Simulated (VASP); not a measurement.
Crystal: BAs.

```
B As
1.0
     0.00000    2.40441    2.40441
     2.40441    0.00000    2.40441
     2.40441    2.40441    0.00000
B As
1 1
Direct
  0.00000 0.00000 0.00000
  0.25000 0.25000 0.25000
```

- Program: VASP 6.6.1
- Task: relaxation of cell and atoms
- Functional: LDA
- Potentials or basis: VASP PAW LDA potentials, release 64 (B, As)
- Cutoff: 600 eV
- k mesh: 10 × 10 × 10
- Occupations: gaussian, width 0.02 eV
- Spin: no spin polarisation

At the start: pressure -5.7 GPa; volume 13.90 Å³/atom.

Q: How do energy, volume and symmetry change on relaxing?

A: Over 3 steps the energy falls by 10.4 meV/atom and the volume is 13.33 Å³/atom (-4.1 %); space group F-43m (No. 216, to 0.05 Å).

The path:
| step | energy change (eV) | largest force (eV/Å) | pressure (GPa) | volume (Å³) |
| --- | --- | --- | --- | --- |
| 1 | 0.0000 | 0.0000 | -5.67 | 27.80 |
| 2 | -0.0095 | 0.0000 | 4.74 | 25.87 |
| 3 | -0.0209 | 0.0000 | -0.02 | 26.67 |

Final structure:
```yaml
crystal:
  lattice:
    - [0.00000, 2.37121, 2.37121]
    - [2.37121, 0.00000, 2.37121]
    - [2.37121, 2.37121, 0.00000]
  atoms:
    - { symbol: B, position: [0.00000, 0.00000, 0.00000] }
    - { symbol: As, position: [0.25000, 0.25000, 0.25000] }
```
